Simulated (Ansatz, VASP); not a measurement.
## Al3Cu in VASP and in Ansatz

The input POSCAR:

```
Al3Cu
1.0
    2.8361909332      0.0000000000      0.0000000000
    0.0000000000      2.7113707944      0.0000000000
    0.0000000000      0.0000000000      7.5918631133
Al Cu
3 1
Direct
    0.0000000000      0.0000000000      0.5000000000
    0.5000000000      0.5000000000      0.2226430006
    0.5000000000      0.5000000000      0.7773569994
    0.0000000000      0.0000000000      0.0000000000
```

INCAR.step1

```
ALGO = Normal
EDIFF = 1E-4
ENCUT = 520
GGA = PE
ISMEAR = 0
LASPH = T
LCHARG = F
LREAL = F
LWAVE = T
NBANDS = 18
NELM = 60
PREC = Accurate
SIGMA = 0.15
```

The input INCAR.step2:

```
ALGO = Normal
EDIFF = 1E-6
ENCUT = 520
ISIF = 2
ISMEAR = 0
ISTART = 1
LASPH = T
LCHARG = F
LMIXTAU = T
LREAL = F
LWAVE = F
METAGGA = R2SCAN
NBANDS = 18
NELM = 60
PREC = Accurate
SIGMA = 0.15
```

The input KPOINTS:

```
k-points
0
Gamma
  18 18 6
```

Input for Ansatz:

```yaml
crystal:
  lattice:
    - [2.8361909332, 0.0, 0.0]
    - [0.0, 2.7113707944, 0.0]
    - [0.0, 0.0, 7.5918631133]
  atoms:
    - { symbol: Al, position: [0.0, 0.0, 0.5] }
    - { symbol: Al, position: [0.5, 0.5, 0.2226430006] }
    - { symbol: Al, position: [0.5, 0.5, 0.7773569994] }
    - { symbol: Cu, position: [0.0, 0.0, 0.0] }
basis:
  ecutwfc: 500
kpoints:
  mp_grid: { grid: [18, 18, 6] }
hamiltonian:
  xc: r2scan
scf:
  occupations: { method: gaussian, width: 0.15 }
output:
  forces: true
  stress: true
  eigenvalues: true
```

Change from the starting cell: strain +0.0225 x Voigt [1, -1, 0, 0, 0, 0], atoms carried along.

Alike in both runs: task single point; functional r2SCAN; k mesh 18 × 18 × 6; occupations gaussian, width 0.15 eV; no spin polarisation.

```csv
,VASP,Ansatz
version,VASP 6.6.1,Ansatz 0.2.0
potentials or method,"VASP PAW PBE potentials, release 64 (Al, Cu), cutoff 520 eV","scalar-relativistic, plane waves, PAW"
valence electrons in the cell,20,28
```

Ansatz gave:

```
gap on the k mesh at the Fermi level (eV)                     : none
pressure (GPa)                                                : 0.2
traceless stress, the component that is largest in VASP (GPa) : 3.52
rms of the force components (eV/Å)                            : 0.010
```

Q: Estimate VASP's values.

A: gap on the k mesh at the Fermi level (eV): none; pressure (GPa): 0.0; traceless stress, the component that is largest in VASP (GPa): 3.51; rms of the force components (eV/Å): 0.017.

VASP's potentials were made for PBE, not for r2SCAN. Atom by atom the forces differ by 0.008 eV/Å (rms over components). A gap of «none» marks a metal or a gap that the smearing closes. VASP's potentials hold 20 valence electrons a cell and Ansatz's 28, so a difference there can come from the potentials and not from the codes.
